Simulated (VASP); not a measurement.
A run of VASP 6.6.1 is set up as follows.

Contents of POSCAR:

```
CaAl35N35
1.0
    9.3892708692      0.0000000866      0.0000000000
   -4.6946355096      8.1313470524      0.0000000000
    0.0000000000      0.0000000000     10.0348065929
Al N Ca
35 35 1
Direct
    0.2244900084      0.1117603241      0.2498371504
    0.0956929615      0.1995291139      0.5089683500
    0.2251167194      0.1102709302      0.7503733069
    0.1056465723      0.2111995315      0.9968796585
    0.2211876348      0.4436513759      0.1891262727
    0.0954389840      0.5614970133      0.5088307894
    0.2221049638      0.4441109457      0.7610961478
    0.1056672522      0.5606617497      0.9968150882
    0.2244342333      0.7787719043      0.2496936698
    0.1115322710      0.8885276003      0.4997116642
    0.2251478337      0.7809181545      0.7502670602
    0.1115500741      0.8888675044      1.0009466835
    0.5551828841      0.1108207038      0.2502102435
    0.4494021579      0.2231586989      0.5004957609
    0.5556656130      0.1109705323      0.7500675112
    0.4455858829      0.2213939699      0.9998980372
    0.5600963579      0.4419419243      0.2482771603
    0.5555881084      0.4446701865      0.7515916065
    0.4543514016      0.5604635415      0.9935073389
    0.5605723740      0.7850818419      0.2479849573
    0.4497065052      0.8932866110      0.5004002524
    0.5557201613      0.7773158944      0.7517183053
    0.4455515500      0.8906505549      0.9998935108
    0.8880981252      0.1103873381      0.2502129200
    0.7753133760      0.2205211924      0.4998118812
    0.8845845363      0.1086386978      0.7507743463
    0.7768577777      0.2214847374      1.0005849259
    0.8879157040      0.4436695721      0.2500951818
    0.7749312489      0.5547038953      0.4993739956
    0.8844854986      0.4418130592      0.7507426333
    0.7793715594      0.5564597790      0.9999696507
    0.8900468152      0.7780077909      0.2498261397
    0.7755363248      0.8865279430      0.4994280320
    0.8891638716      0.7775020813      0.7493885651
    0.7795149442      0.8891570877      0.9999146398
    0.2236531716      0.1147372968      0.4414798612
    0.1092763049      0.2171678581      0.1888570099
    0.2229696052      0.1099744346      0.9395475747
    0.1115179430      0.2230512811      0.6951055840
    0.1091954102      0.5577091281      0.1886699159
    0.2195021125      0.4431320866      0.9582005926
    0.1114581460      0.5540000974      0.6949586612
    0.2237635137      0.7749153409      0.4414397506
    0.1131061656      0.8893578940      0.1919690021
    0.2230248815      0.7797506947      0.9394734988
    0.1122234473      0.8888504345      0.6891253849
    0.5547913649      0.1110165625      0.4400806723
    0.4439732185      0.2203414443      0.1887263285
    0.5562066662      0.1115517258      0.9398426054
    0.4454569301      0.2223154515      0.6908615240
    0.5653571545      0.4339599969      0.4333003187
    0.4483545729      0.5573317081      0.1927945019
    0.5583872099      0.4430716921      0.9427310230
    0.4406923341      0.5533311022      0.7122089355
    0.5668532294      0.8001866044      0.4329670264
    0.4439615876      0.8895527836      0.1886946676
    0.5585268122      0.7823897413      0.9428945658
    0.4455308223      0.8889296832      0.6908208085
    0.8886142477      0.1118534420      0.4403657352
    0.7785272901      0.2219929243      0.1910183573
    0.8871673082      0.1105003222      0.9396077908
    0.7775900144      0.2214765693      0.6897973873
    0.8880586948      0.4426881725      0.4402211899
    0.7816577029      0.5571150888      0.1888988501
    0.8870607985      0.4431948113      0.9395620410
    0.7782515792      0.5554240753      0.6900260787
    0.8906138974      0.7784097598      0.4405256693
    0.7820050454      0.8904109964      0.1887557587
    0.8903045468      0.7784495736      0.9398290231
    0.7783460899      0.8883266093      0.6901680025
    0.4109586214      0.5400355529      0.4841474192
```

INCAR.step1

```
  PREC = Accurate
  ENCUT = 520
  ISMEAR = -1
  SIGMA = 0.01
  LREAL = Auto
  LASPH = T
  NELM = 200
  ALGO = Normal
  ISIF = 2
  LWAVE = T
  LCHARG = F
  ISPIN = 2
  MAGMOM = 0 0.02 0 0 0 0.02 0 0 0 0 0 0 0 0 0 0 0 0 0 0 0 0 0 0 0 0 0 0 0 0 0 0 0 0 0 0.01 0.01 0 0.03 0.01 0 0.03 0.01 0 0 0 0 0 0 0 0.01 0 0 0 0.02 0 0 0 0.04 0 0 0 0.03 0 0 0 0 0 0 0 0.03
  LORBIT = 11
  NUPDOWN = 1.0
  GGA = PE
  EDIFF = 1E-5
  NELECT = 289.0
  NBANDS = 190
  GGA_COMPAT = F
  ISYM = -1
  KPAR = 1
```

INCAR.step2

```
  PREC = Accurate
  ENCUT = 520
  EDIFF = 1E-8
  ISMEAR = -1
  SIGMA = 0.01
  LREAL = Auto
  LASPH = T
  NELM = 200
  ALGO = Normal
  ISIF = 2
  LWAVE = F
  LCHARG = F
  ISPIN = 2
  MAGMOM = 0 0.02 0 0 0 0.02 0 0 0 0 0 0 0 0 0 0 0 0 0 0 0 0 0 0 0 0 0 0 0 0 0 0 0 0 0 0.01 0.01 0 0.03 0.01 0 0.03 0.01 0 0 0 0 0 0 0 0.01 0 0 0 0.02 0 0 0 0.04 0 0 0 0.03 0 0 0 0 0 0 0 0.03
  LORBIT = 11
  NUPDOWN = 1.0
  GGA = PE
  LHFCALC = T
  HFSCREEN = 0.2079
  PRECFOCK = Fast
  LEFG = T
  ISTART = 1
  NELECT = 289.0
  NBANDS = 190
  GGA_COMPAT = F
  ISYM = -1
  KPAR = 1
```

File KPOINTS:

```
explicit points
1
Reciprocal
  0.25000000   0.25000000   0.25000000 1
```

Potentials or basis: VASP PAW PBE potentials, release 64 (Al, N, Ca_sv).

Command:

```bash
$ cat potpaw_PBE.64/Al/POTCAR potpaw_PBE.64/N/POTCAR potpaw_PBE.64/Ca_sv/POTCAR > POTCAR
$ cp INCAR.step1 INCAR
$ mpirun -np 4 vasp_std > vasp.out
$ cp INCAR.step2 INCAR
$ mpirun -np 4 vasp_std > vasp.out
```

**Question.** What does it give for the largest force?

**Answer.** 0.295 eV/Å.

Forces in eV/Å, atoms in the order of the input:
```
Al   0.019 -0.014 -0.024
Al  -0.046 -0.274  0.071
Al   0.016 -0.001  0.021
Al   0.000 -0.009 -0.007
Al   0.005  0.007 -0.223
Al  -0.266  0.104  0.075
Al   0.050  0.029 -0.001
Al  -0.007  0.000 -0.002
Al  -0.005  0.023 -0.022
Al  -0.021 -0.009  0.014
Al   0.005  0.018  0.024
Al   0.007  0.002 -0.002
Al   0.002 -0.004  0.013
Al   0.076  0.044 -0.046
Al  -0.004  0.000  0.015
Al   0.014  0.003  0.013
Al   0.042 -0.016  0.060
Al  -0.023  0.011  0.025
Al   0.022  0.011 -0.019
Al   0.008  0.049  0.069
Al   0.086  0.046 -0.044
Al   0.001 -0.022  0.031
Al   0.011  0.010  0.016
Al  -0.021 -0.027 -0.003
Al  -0.029 -0.022 -0.010
Al  -0.010 -0.011  0.022
Al  -0.012 -0.010  0.005
Al  -0.029  0.000 -0.005
Al  -0.042 -0.057 -0.038
Al  -0.016 -0.003  0.023
Al  -0.009 -0.016  0.015
Al  -0.007 -0.005 -0.002
Al  -0.088  0.000 -0.046
Al  -0.007 -0.001  0.004
Al  -0.015 -0.001  0.015
N   -0.076  0.025  0.025
N    0.004  0.107 -0.023
N   -0.032  0.004  0.002
N   -0.005 -0.005 -0.078
N    0.092 -0.047 -0.022
N   -0.001 -0.002  0.043
N   -0.003 -0.005 -0.081
N   -0.014 -0.080  0.023
N    0.004  0.003 -0.003
N   -0.013 -0.033  0.001
N    0.009  0.003 -0.013
N   -0.014 -0.004  0.020
N   -0.009  0.004 -0.015
N   -0.002 -0.003 -0.004
N   -0.010 -0.016 -0.001
N    0.146 -0.097 -0.048
N   -0.110 -0.063 -0.021
N   -0.022  0.025  0.003
N   -0.025 -0.015  0.162
N   -0.019  0.161 -0.053
N   -0.006 -0.006 -0.019
N    0.011 -0.036 -0.002
N   -0.022 -0.002 -0.003
N    0.102  0.049  0.045
N    0.006  0.009 -0.012
N    0.035  0.006  0.001
N    0.006  0.006 -0.003
N    0.086  0.060  0.042
N    0.001 -0.013 -0.018
N    0.023  0.030 -0.001
N    0.018 -0.003  0.004
N    0.027  0.012  0.007
N   -0.011  0.007 -0.018
N    0.004  0.002  0.001
N    0.009  0.016  0.005
Ca   0.104  0.046  0.016
```

Caveat: the cell carries a net charge on a neutralising background, which shifts energy and pressure; without QUAD_EFG the Cq values of the log hold for a quadrupole moment of 1 mb, not for the nuclei; the PAW data sets were made with another functional, which shifts forces and pressure a little; the total moment is fixed, so each spin has its own Fermi level and the state may be an excited one.
